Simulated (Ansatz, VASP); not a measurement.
**One calculation of BaTiO3, two programs**

```
Ba Ti O
1.0
     3.92557    0.00000    0.00000
     0.00000    3.92557    0.00000
     0.00000    0.00000    4.26483
Ba Ti O
1 1 3
Direct
  0.00000 0.00000 0.98632
  0.50000 0.50000 0.46908
  0.50000 0.50000 0.03785
  0.50000 0.00000 0.51738
  0.00000 0.50000 0.51738
```

Change from the starting cell: strain -0.015 along x and y, +0.015 along z, atoms carried along.

Alike in both runs: task single point; functional PBE; k mesh 8 × 8 × 6; occupations gaussian, width 0.05 eV; no spin polarisation.

|  | VASP | Ansatz |
| --- | --- | --- |
| version | VASP 6.6.1 | Ansatz 0.2.0 |
| potentials or method | VASP PAW PBE potentials, release 64 (Ba_sv, Ti_sv, O_h), cutoff 1340 eV | scalar-relativistic, plane waves, PAW |
| valence electrons in the cell | 40 | 40 |

VASP gave:

| Property | Result |
| --- | --- |
| gap on the k mesh at the Fermi level (eV) | 1.81 |
| least direct gap on the mesh (eV) | 2.43 |
| pressure (GPa) | 4.2 |
| traceless stress, the component that is largest in VASP (GPa) | -3.74 |
| rms of the force components (eV/Å) | 0.107 |

Which values does Ansatz return?

gap on the k mesh at the Fermi level (eV): 1.86; least direct gap on the mesh (eV): 2.46; pressure (GPa): 2.8; traceless stress, the component that is largest in VASP (GPa): -3.59; rms of the force components (eV/Å): 0.118.

Atom by atom the forces differ by 0.017 eV/Å (rms over components). The functional is the same, so the differences come from potentials, cutoffs and numerics.

Spin-orbit coupling is off throughout.
